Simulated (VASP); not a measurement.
# BeTe (F-43m) in VASP: a series of runs, part 2 of 2

VASP 6.6.1. The steps go on from the part before.

### 3 Single point, PBE

This run uses another cell than the first one, of 19.84 Å³/atom, 1.095 times its volume.

The input, INCAR:

```
SYSTEM = BeTe
PREC = Accurate
ENCUT = 520
EDIFF = 1E-6
ISMEAR = 0
SIGMA = 0.01
LREAL = .FALSE.
LASPH = .TRUE.
NELM = 60
ALGO = Normal
ISIF = 2
LWAVE = .FALSE.
LCHARG = .FALSE.
GGA = PE
NBANDS = 11
```

The input, KPOINTS:

```
regular mesh
0
G
  8 8 8
  0 0 0
```

The input, POSCAR:

```
BeTe
1.0
    0.0000000000      2.7073185816      2.7073185816
    2.7073185816      0.0000000000      2.7073185816
    2.7073185816      2.7073185816      0.0000000000
Be Te
1 1
Direct
    0.0000000000      0.0000000000      0.0000000000
    0.2500000000      0.2500000000      0.2500000000
```

Potentials or basis: VASP PAW PBE potentials, release 64 (Be, Te).

Run with:

```sh
$ cat potpaw_PBE.64/Be/POTCAR potpaw_PBE.64/Te/POTCAR > POTCAR
$ mpirun -np 1 vasp_std > vasp.out
```

OUTCAR:

```text
SYSTEM = BeTe
   PREC = Accurate
   ENCUT = 520
   EDIFF = 1E-6
   ISMEAR = 0
   LREAL = .FALSE.
   LASPH = .TRUE.
   NELM = 60
   ISIF = 2
   GGA = PE

 ion  position               nearest neighbor table
   1  0.000  0.000  0.000-   2 2.34   2 2.34   2 2.34   2 2.34
   2  0.250  0.250  0.250-   1 2.34   1 2.34   1 2.34   1 2.34

  LATTYP: Found a face centered cubic cell.
 ALAT       =     5.4146371632

  Lattice vectors:

 A1 = (   0.0000000000,   2.7073185816,   2.7073185816)
 A2 = (   2.7073185816,   0.0000000000,   2.7073185816)
 A3 = (   2.7073185816,   2.7073185816,   0.0000000000)

Analysis of symmetry for initial positions (statically):
=====================================================================
 Subroutine PRICEL returns:
 Original cell was already a primitive cell.

 Routine SETGRP: Setting up the symmetry group for a
 face centered cubic supercell.

 Subroutine GETGRP returns: Found 24 space group operations
 (whereof 24 operations were pure point group operations)
 out of a pool of 48 trial point group operations.

The static configuration has the point symmetry T_d .

Analysis of symmetry for dynamics (positions and initial velocities):
=====================================================================
 Subroutine PRICEL returns:
 Original cell was already a primitive cell.

 Routine SETGRP: Setting up the symmetry group for a
 face centered cubic supercell.

 Subroutine GETGRP returns: Found 24 space group operations
 (whereof 24 operations were pure point group operations)
 out of a pool of 48 trial point group operations.

The dynamic configuration has the point symmetry T_d .

 Subroutine INISYM returns: Found 24 space group operations
 (whereof 24 operations are pure point group operations),
 and found     1 'primitive' translations

----------------------------------------------------------------------------------------

                                     Primitive cell

  volume of cell :      39.6870

  direct lattice vectors                    reciprocal lattice vectors
[... 112 lines left out ...]
   GGA     = PE    functional components
   LHFCALC =     F    Hartree Fock is set to
   AEXX    =    0.0000 exact exchange contribution
   IVDW    =     0    specifies the selected vdW correction
   LEPSILON=     F    determine dielectric tensor
   LRPA    =     F    only Hartree local field effects (RPA)
 non-spin polarized calculation
 Gauss-broadening in eV      SIGMA  =   0.01
  energy-cutoff  :      520.00
  volume of cell :       39.69
 maximum number of plane-waves:      1090
   NGX = 15   NGY = 15   NGZ = 15

 number of electron       8.0000000 magnetization

 Free energy of the ion-electron system (eV)
  ---------------------------------------------------
  ext. energy  EPLUGINS =         0.00000000
  ---------------------------------------------------
  free energy    TOTEN  =        -7.45834964 eV

  energy without entropy =       -7.45834964  energy(sigma->0) =       -7.45834964

 E-fermi :   6.6102     XC(G=0):  -9.5404

 val. band max:        6.5047972813   @ k =   0.0000   0.0000   0.0000
 cond. band min:       8.1590578683   @ k =   0.5000   0.5000   0.0000
 fundamental gap:      1.6542605870
 Fermi energy:         6.6102389258

 k-point     1 :       0.0000    0.0000    0.0000
  band No.  band energies     occupation
      1      -6.6387      2.00000
      2       6.5048      2.00000
      3       6.5048      2.00000
      4       6.5048      2.00000
      5       9.9919      0.00000
      6       9.9919      0.00000
      7       9.9919      0.00000
      8      11.2343      0.00000
      9      14.9734      0.00000
     10      16.9941      0.00000
     11      16.9941      0.00000
[... 309 lines left out ...]
 k-point    24 :      -0.3750    0.2500    0.1250
  band No.  band energies     occupation
      1      -4.6748      2.00000
      2       0.6441      2.00000
      3       3.1597      2.00000
      4       4.2249      2.00000
      5      10.6210      0.00000
      6      11.0393      0.00000
      7      13.5433      0.00000
      8      14.6327      0.00000
      9      15.2325      0.00000
     10      18.3700      0.00000
     11      18.8796      0.00000

 [... further k-points ...]
[... 5 lines left out ...]
  --------------------------------------------------------------------------------------
  -------------------------------------------------------------------------------------
  Total        2.5296706      2.5296706      2.5296706     -0.0000000      0.0000000     -0.0000000
  in kB      102.1236815    102.1236815    102.1236815     -0.0000000      0.0000000     -0.0000000
  external PRESSURE =     102.1236815 kB  Pullay stress =       0.0000000 kB

 VOLUME and BASIS-vectors are now :
 -----------------------------------------------------------------------------
  energy-cutoff  :      520.00
  volume of cell :       39.69
      direct lattice vectors                 reciprocal lattice vectors
     0.000000000  2.707318582  2.707318582    -0.184684582  0.184684582  0.184684582
     2.707318582  0.000000000  2.707318582     0.184684582 -0.184684582  0.184684582
     2.707318582  2.707318582  0.000000000     0.184684582  0.184684582 -0.184684582

 POSITION                                       TOTAL-FORCE (eV/Angst)
 -----------------------------------------------------------------------------------
      0.00000      0.00000      0.00000         0.000000      0.000000      0.000000
      1.35366      1.35366      1.35366        -0.000000     -0.000000     -0.000000
 -----------------------------------------------------------------------------------
    total drift:                                0.000000      0.000000      0.000000

  FREE ENERGIE OF THE ION-ELECTRON SYSTEM (eV)
  ---------------------------------------------------
  free  energy   TOTEN  =        -7.4583496410 eV

  energy  without entropy=       -7.4583496410  energy(sigma->0) =       -7.45834964
```

stdout:

```text
POSCAR found type information on POSCAR BeTe
 POSCAR found :  2 types and       2 ions
 scaLAPACK will be used
 LDA part: xc-table for (Slater+PW92), standard interpolation
 POSCAR, INCAR and KPOINTS ok, starting setup
 FFT: planning ... GRIDC
 FFT: planning ... GRID_SOFT
 FFT: planning ... GRID
 WAVECAR not read
 entering main loop
```

Run time: 4.8 s. Hardware: 1 thread of Intel Xeon 6975P-C (Granite Rapids), shared host; peak memory 0.16 GiB.

What came out:

| Quantity | Value |
| --- | --- |
| Free energy | -7.4583 eV |
| Pressure | 10.2 GPa |
| Band gap on the k mesh | 1.65 eV, indirect (least direct gap 3.49 eV) |

Caveat: spin-orbit coupling is left out, which moves the levels of the heavy elements. A k mesh can miss the band edges.

### 4 Single point, PBE

This run uses another cell than the first one, of 21.05 Å³/atom, 1.162 times its volume.

The input, INCAR:

```
SYSTEM = BeTe
ALGO = Normal
EDIFF = 1E-7
ENCUT = 520
GGA = PE
ISIF = 2
ISMEAR = 0
LASPH = .True.
LCHARG = .False.
LREAL = .False.
LWAVE = .False.
NBANDS = 11
NELM = 100
PREC = Accurate
SIGMA = 0.01
```

The input, KPOINTS:

```
k-points
0
Gamma
  8 8 8
  0 0 0
```

The input, POSCAR:

```
BeTe
1.0
    0.0000000000      2.7610943099      2.7610943099
    2.7610943099      0.0000000000      2.7610943099
    2.7610943099      2.7610943099      0.0000000000
Be Te
1 1
Direct
    0.0000000000      0.0000000000      0.0000000000
    0.2500000000      0.2500000000      0.2500000000
```

Run with:

```sh
$ cat potpaw_PBE.64/Be/POTCAR potpaw_PBE.64/Te/POTCAR > POTCAR
$ mpirun -np 1 vasp_std > vasp.out
```

Run time: 7.9 s. Hardware: 1 thread of Intel Xeon 6975P-C (Granite Rapids), shared host; peak memory 0.17 GiB.

The run converged. Its results:

- Free energy: -7.5725 eV
- Pressure: 5.2 GPa
- Band gap on the k mesh: 1.82 eV, indirect (least direct gap 3.55 eV)

Levels at points of the mesh, in eV from the valence-band top:
```
           k point  band 2  band 3  band 4  band 5  band 6  band 7
(0.00, 0.00, 0.00)    0.00    0.00    0.00    3.55    3.55    3.55
(0.50, 0.00, 0.00)   -5.93   -1.24   -1.24    3.24    4.56    4.56
(0.50, 0.50, 0.00)   -5.44   -2.87   -2.87    1.82    2.58   10.08
```

Caveat: spin-orbit coupling is left out, which moves the levels of the heavy elements.

### 5 Summary

| cell | gap on the mesh (eV) | pressure (GPa) |
| --- | --- | --- |
| a = 3.714 Å, angles 60.0°, 2 atoms | 1.37 | 20.3 |
| a = 3.829 Å, angles 60.0°, 2 atoms | 1.65 | 10.2 |
| a = 3.905 Å, angles 60.0°, 2 atoms | 1.82 | 5.2 |

Alike in all rows: task single point; level PBE; potentials or basis VASP PAW PBE potentials, release 64 (Be, Te); no spin polarisation; k mesh 8 × 8 × 8; cutoff (eV) 520; smearing gaussian 0.01 eV.

Caveats: spin-orbit coupling is left out, which moves the levels of the heavy elements.

Total energies depend on the potentials used, so only differences within one code and one set of settings carry meaning.
